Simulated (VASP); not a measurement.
# NbC4 (Im-3m) in VASP: a series of runs, part 2 of 4

VASP 6.6.1. Earlier steps stand in the parts before.

### Step 3. Relaxation of cell and atoms, PBE

This run uses another cell than the first one, of 15.48 Å³/atom, 1.295 times its volume.

Input file INCAR:

```
SYSTEM = NbC4
PREC = Accurate
ENCUT = 600
EDIFF = 1E-6
ISMEAR = 0
SIGMA = 0.1
LREAL = .FALSE.
LASPH = .TRUE.
NELM = 100
ALGO = Normal
ISIF = 3
LWAVE = .FALSE.
LCHARG = .FALSE.
GGA = PE
IBRION = 2
NSW = 90
EDIFFG = -0.04
```

Input file KPOINTS:

```
regular mesh
0
G
  4 4 4
  0 0 0
```

Input file POSCAR:

```
NbC4
1.0
   -2.6847467900      2.6847467900      2.6847467900
    2.6847467900     -2.6847467900      2.6847467900
    2.6847467900      2.6847467900     -2.6847467900
Nb C
1 4
Direct
    0.0000000000      0.0000000000      0.0000000000
    0.5000000000      0.5000000000      0.5000000000
    0.0000000000      0.0000000000      0.5000000000
    0.0000000000      0.5000000000      0.0000000000
    0.5000000000      0.0000000000      0.0000000000
```

Potentials or basis: VASP PAW PBE potentials, release 64 (Nb_sv, C).

Launch:

```console
cat potpaw_PBE.64/Nb_sv/POTCAR potpaw_PBE.64/C/POTCAR > POTCAR
mpirun -np 1 vasp_std > vasp.out
```

OUTCAR:

```text
SYSTEM = NbC4
   PREC = Accurate
   ENCUT = 600
   EDIFF = 1E-6
   ISMEAR = 0
   LREAL = .FALSE.
   LASPH = .TRUE.
   NELM = 100
   ISIF = 3
   GGA = PE
   IBRION = 2
   NSW = 90
   EDIFFG = -0.04

 ion  position               nearest neighbor table
   1  0.000  0.000  0.000-   2 2.33   3 2.33   4 2.33   5 2.33   3 2.33   4 2.33   5 2.33   2 2.33

   2  0.500  0.500  0.500-   1 2.33   1 2.33
   3  0.000  0.000  0.500-   1 2.33   1 2.33
   4  0.000  0.500  0.000-   1 2.33   1 2.33
   5  0.500  0.000  0.000-   1 2.33   1 2.33

  LATTYP: Found a body centered cubic cell.
 ALAT       =     5.3694935800

  Lattice vectors:

 A1 = (  -2.6847467900,   2.6847467900,   2.6847467900)
 A2 = (   2.6847467900,  -2.6847467900,   2.6847467900)
 A3 = (   2.6847467900,   2.6847467900,  -2.6847467900)

Analysis of symmetry for initial positions (statically):
=====================================================================
 Subroutine PRICEL returns:
 Original cell was already a primitive cell.

 Routine SETGRP: Setting up the symmetry group for a
 body centered cubic supercell.

 Subroutine GETGRP returns: Found 48 space group operations
 (whereof 48 operations were pure point group operations)
 out of a pool of 48 trial point group operations.

The static configuration has the point symmetry O_h .

Analysis of symmetry for dynamics (positions and initial velocities):
=====================================================================
 Subroutine PRICEL returns:
 Original cell was already a primitive cell.

 Routine SETGRP: Setting up the symmetry group for a
 body centered cubic supercell.

 Subroutine GETGRP returns: Found 48 space group operations
 (whereof 48 operations were pure point group operations)
 out of a pool of 48 trial point group operations.

The dynamic configuration has the point symmetry O_h .

 Subroutine INISYM returns: Found 48 space group operations
 (whereof 48 operations are pure point group operations),
 and found     1 'primitive' translations

----------------------------------------------------------------------------------------

                                     Primitive cell

  volume of cell :      77.4052

  direct lattice vectors                    reciprocal lattice vectors
    -2.684746790  2.684746790  2.684746790     0.000000000  0.186237302  0.186237302
     2.684746790 -2.684746790  2.684746790     0.186237302  0.000000000  0.186237302
     2.684746790  2.684746790 -2.684746790     0.186237302  0.186237302  0.000000000

  length of vectors
     4.650117846  4.650117846  4.650117846     0.263379319  0.263379319  0.263379319

  position of ions in fractional coordinates (direct lattice)
     0.000000000  0.000000000  0.000000000
     0.500000000  0.500000000  0.500000000
     0.000000000  0.000000000  0.500000000
     0.000000000  0.500000000  0.000000000
     0.500000000  0.000000000  0.000000000

  ion indices of the primitive-cell ions
   primitive index   ion index
                 1           1
                 2           2
                 3           3
                 4           4
                 5           5

----------------------------------------------------------------------------------------

 KPOINTS: regular mesh

Automatic generation of k-mesh.
 Grid dimensions read from file:
 generate k-points for:    4    4    4

 Generating k-lattice:

  Cartesian coordinates                     Fractional coordinates (reciprocal lattice)
     0.000000000  0.046559326  0.046559326     0.250000000  0.000000000  0.000000000
     0.046559326  0.000000000  0.046559326     0.000000000  0.250000000  0.000000000
     0.046559326  0.046559326  0.000000000     0.000000000  0.000000000  0.250000000

  Length of vectors
     0.065844830  0.065844830  0.065844830

  Shift w.r.t. Gamma in fractional coordinates (k-lattice)
     0.000000000  0.000000000  0.000000000

 Subroutine IBZKPT returns following result:
 ===========================================

 Found      8 irreducible k-points:

 Following reciprocal coordinates:
            Coordinates               Weight
  0.000000  0.000000  0.000000      1.000000
  0.250000  0.000000  0.000000     12.000000
  0.500000  0.000000  0.000000      6.000000
  0.250000  0.250000  0.000000     24.000000
  0.250000  0.250000  0.250000      2.000000
 -0.250000  0.250000  0.250000      6.000000
  0.500000  0.500000  0.250000     12.000000
  0.500000  0.500000  0.500000      1.000000
   k-points           NKPTS =      8   k-points in BZ     NKDIM =      8   number of bands    NBANDS=     18
   number of dos      NEDOS =    301   number of ions     NIONS =      5
   total plane-waves  NPLWV =  64000
   dimension x,y,z NGX =    40 NGY =   40 NGZ =   40
   dimension x,y,z NGXF=    80 NGYF=   80 NGZF=   80
   ions per type =               1   4
   NGX,Y,Z   is equivalent  to a cutoff of  14.30, 14.30, 14.30 a.u.
   NGXF,Y,Z  is equivalent  to a cutoff of  28.60, 28.60, 28.60 a.u.
 SYSTEM =  NbC4
   PREC   = accura    normal or accurate (medium, high low for compatibility)
   ISTART =      0    job   : 0-new  1-cont  2-samecut
   ICHARG =      2    charge: 1-file 2-atom 10-const
   ISPIN  =      1    spin polarized calculation?
   LNONCOLLINEAR =      F non collinear calculations
   LSORBIT =      F    spin-orbit coupling
   LASPH  =      T    aspherical Exc in radial PAW
   ENCUT  =  600.0 eV  44.10 Ry    6.64 a.u.   9.29  9.29  9.29*2*pi/ulx,y,z
   NELM   =    100;   NELMIN=  2; NELMDL= -5     # of ELM steps
   EDIFF  = 0.1E-05   stopping-criterion for ELM
   LREAL  =      F    real-space projection
   EDIFFG = -.4E-01   stopping-criterion for IOM
   NSW    =     90    number of steps for IOM
   IBRION =      2    ionic relax: 0-MD 1-quasi-New 2-CG
   NFREE  =      1    steps in history (QN), initial steepest desc. (CG)
   ISIF   =      3    stress and relaxation
   ISYM   =      2    0-nonsym 1-usesym 2-fastsym
   POTIM  = 0.5000    time-step for ionic-motion
   TEBEG  =    0.0;   TEEND  =   0.0 temperature during run
   PSTRESS=    0.0 pullay stress
   NELECT =      29.0000    total number of electrons
   NUPDOWN=      -1.0000    fix difference up-down
   EMIN   =  10.00;   EMAX   =-10.00  energy-range for DOS
   EFERMI =   0.00;   METHOD = LEGACY
   ISMEAR =     0;   SIGMA  =   0.10  broadening in eV -4-tet -1-fermi 0-gaus
   EFERMI_NEDOS =   21; number of points for ismear=-14 and -15
   IALGO  =     38    algorithm
   IMIX   =      4    mixing-type and parameters
     AMIX     =   0.40;   BMIX     =  1.00
     AMIX_MAG =   1.60;   BMIX_MAG =  1.00
  volume/ion in A,a.u.               =      15.48       104.47
  Fermi-wavevector in a.u.,A,eV,Ry     =   1.180187  2.230230 18.950758  1.392841
  Thomas-Fermi vector in A             =   2.316484
   LORBIT       =      0    0 simple, 1 ext, 2 COOP (PROOUT), +10 PAW based schemes
   GGA     = PE    functional components
   LHFCALC =     F    Hartree Fock is set to
   AEXX    =    0.0000 exact exchange contribution
   IVDW    =     0    specifies the selected vdW correction
   LEPSILON=     F    determine dielectric tensor
   LRPA    =     F    only Hartree local field effects (RPA)
 conjugate gradient relaxation of ions
 non-spin polarized calculation
 Gauss-broadening in eV      SIGMA  =   0.10
  energy-cutoff  :      600.00
  volume of cell :       77.41
 maximum number of plane-waves:      2616
 NGX is ok and might be reduce to    40
   NGX = 19   NGY = 19   NGZ = 19

--------------------------------------- Ionic step        1  -------------------------------------------

 number of electron      29.0000000 magnetization

 Free energy of the ion-electron system (eV)
  ---------------------------------------------------
  ext. energy  EPLUGINS =         0.00000000
  ---------------------------------------------------
  free energy    TOTEN  =       -32.49836719 eV

  energy without entropy =      -32.48152960  energy(sigma->0) =      -32.48994840

 E-fermi :   3.0191     XC(G=0):  -9.8172

 val. band max:        2.9118879349   @ k =   0.2500   0.2500   0.0000
 cond. band min:       3.0549307891   @ k =  -0.2500   0.2500   0.2500
 fundamental gap:      0.1430428542
 Fermi energy:         3.0191205020

 k-point     1 :       0.0000    0.0000    0.0000
  band No.  band energies     occupation
      1     -52.2071      2.00000
      2     -28.2192      2.00000
      3     -28.2192      2.00000
      4     -28.2192      2.00000
      5      -8.5997      2.00000
      6      -5.3420      2.00000
[... 10 lines left out ...]
     17       5.2938      0.00000
     18       5.3172      0.00000
[... 220 lines left out ...]
  energy  without entropy=      -33.7861655852  energy(sigma->0) =      -33.79043983

--------------------------------------- Ionic step        3  -------------------------------------------

 number of electron      29.0000000 magnetization

 Free energy of the ion-electron system (eV)
  ---------------------------------------------------
  ext. energy  EPLUGINS =         0.00000000
  ---------------------------------------------------
  free energy    TOTEN  =       -34.31304615 eV

  energy without entropy =      -34.29530851  energy(sigma->0) =      -34.30417733

 E-fermi :   5.2302     XC(G=0): -11.0009

 val. band max:        5.2263531556   @ k =  -0.2500   0.2500   0.2500
 cond. band min:       5.4888574594   @ k =   0.2500   0.2500   0.2500
 fundamental gap:      0.2625043037
 Fermi energy:         5.2302132232

 k-point     1 :       0.0000    0.0000    0.0000
  band No.  band energies     occupation
      1     -49.0520      2.00000
      2     -25.3113      2.00000
      3     -25.3113      2.00000
      4     -25.3113      2.00000
      5      -7.6960      2.00000
      6      -3.4310      2.00000
[... 10 lines left out ...]
     17       8.2775      0.00000
     18       8.2776      0.00000
[... 177 lines left out ...]
  FREE ENERGIE OF THE ION-ELECTRON SYSTEM (eV)
  ---------------------------------------------------
  free  energy   TOTEN  =       -34.3130461486 eV

  energy  without entropy=      -34.2953085085  energy(sigma->0) =      -34.30417733

 reached required accuracy - stopping structural energy minimisation
```

OSZICAR:

```text
N       E                     dE             d eps       ncg     rms          rms(c)
DAV:   1     0.218040454364E+03    0.21804E+03   -0.15607E+04   288   0.164E+03
DAV:   2    -0.167272375083E+02   -0.23477E+03   -0.23045E+03   396   0.458E+02
DAV:   3    -0.337625412058E+02   -0.17035E+02   -0.16708E+02   510   0.939E+01
[... 35 lines left out ...]
DAV:   8    -0.343129936086E+02   -0.59601E-03   -0.69147E-04   384   0.301E-01    0.108E-01
DAV:   9    -0.343130361163E+02   -0.42508E-04   -0.10248E-03   500   0.221E-01    0.495E-02
DAV:  10    -0.343130453379E+02   -0.92216E-05   -0.10836E-04   394   0.758E-02    0.182E-02
DAV:  11    -0.343130463833E+02   -0.10454E-05   -0.87367E-06   358   0.258E-02    0.898E-03
DAV:  12    -0.343130461486E+02    0.23472E-06   -0.58569E-07   168   0.110E-02
   3 F= -.34313046E+02 E0= -.34304177E+02  d E =-.181468E+01
```

Run time: 59 s. Hardware: 1 thread of Intel Xeon Platinum 8124M at 3.00GHz (Skylake/Cascade Lake), shared host; peak memory 0.24 GiB.

Results:

- Free energy: -34.3130 eV
- Relaxed volume: 11.92 Å³/atom
- Relaxed cell: a = 4.262 Å, b = 4.262 Å, c = 4.262 Å, α = 109.47°, β = 109.47°, γ = 109.47°
- Space group after relaxing (to 0.05 Å): Im-3m (No. 229)
- Energy gained by relaxing: 362.9 meV/atom
- Ionic steps: 3
- Pressure after relaxing: -0.1 GPa

Step by step:
```tsv
step	energy change (eV)	largest force (eV/Å)	pressure (GPa)	volume (Å³)
1	0.0000	0.0000	-25.99	77.41
2	-1.2963	0.0000	26.39	52.55
3	-1.8147	0.0000	-0.15	59.58
```

Final structure:
```cif
data_structure
_symmetry_space_group_name_H-M 'P 1'
_symmetry_Int_Tables_number 1
_cell_length_a 4.2616
_cell_length_b 4.2616
_cell_length_c 4.2616
_cell_angle_alpha 109.471
_cell_angle_beta 109.471
_cell_angle_gamma 109.471
_cell_volume 59.58
loop_
_atom_site_label
_atom_site_type_symbol
_atom_site_fract_x
_atom_site_fract_y
_atom_site_fract_z
_atom_site_occupancy
Nb1 Nb 0.00000 0.00000 0.00000 1
C1 C 0.50000 0.50000 0.50000 1
C2 C 0.00000 0.00000 0.50000 1
C3 C 0.00000 0.50000 0.00000 1
C4 C 0.50000 0.00000 0.00000 1
```

Caveat: the k points lie up to 0.45 Å⁻¹ apart in the final cell; the volume moved by over 15 % at a fixed basis, so the end points are rough.

(Part 2 of 4 ends here.)
